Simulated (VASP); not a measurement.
Input of a VASP 6.6.1 run:

The input INCAR:

```
SYSTEM = Ca
ALGO     = Normal         ! electronic algorithm
EDIFF    = 1E-6           ! SCF threshold, eV
ENCUT    = 500            ! plane-wave cutoff, eV
GGA      = PS             ! functional
GGA_COMPAT= .FALSE.      
ISIF     = 2              ! what is computed and relaxed
ISMEAR   = 0              ! smearing method
IVDW     = 12             ! dispersion correction
LASPH    = .TRUE.         ! aspherical terms in the spheres
LCHARG   = .FALSE.        ! write CHGCAR
LREAL    = .FALSE.        ! projectors in reciprocal space
LWAVE    = .FALSE.        ! write WAVECAR
NBANDS   = 11             ! bands
NELM     = 120            ! most SCF steps
PREC     = Accurate       ! precision mode
SIGMA    = 0.05           ! smearing width, eV
```

The input KPOINTS:

```
k-points
0
G
  7 7 7
  0 0 0
```

POSCAR

```
Ca
1.0
    0.0000000000      2.6855442643      2.6855442643
    2.6855442643      0.0000000000      2.6855442643
    2.6855442643      2.6855442643      0.0000000000
Ca
1
Direct
    0.0000000000      0.0000000000      0.0000000000
```

Potentials or basis: VASP PAW PBE potentials, release 64 (Ca_sv).

The run is started by

```console
$ cat potpaw_PBE.64/Ca_sv/POTCAR > POTCAR
$ mpirun -np 1 vasp_std > vasp.out
```

(1) What does it give for the dispersion energy per atom?

(2) What does it give for the band gap on the k mesh?

Answers

(1) -0.261 eV.

(2) zero (band 5 reaches 2.30 eV, above the bottom of band 6 at 2.23 eV).

Caveat: three body term missing.
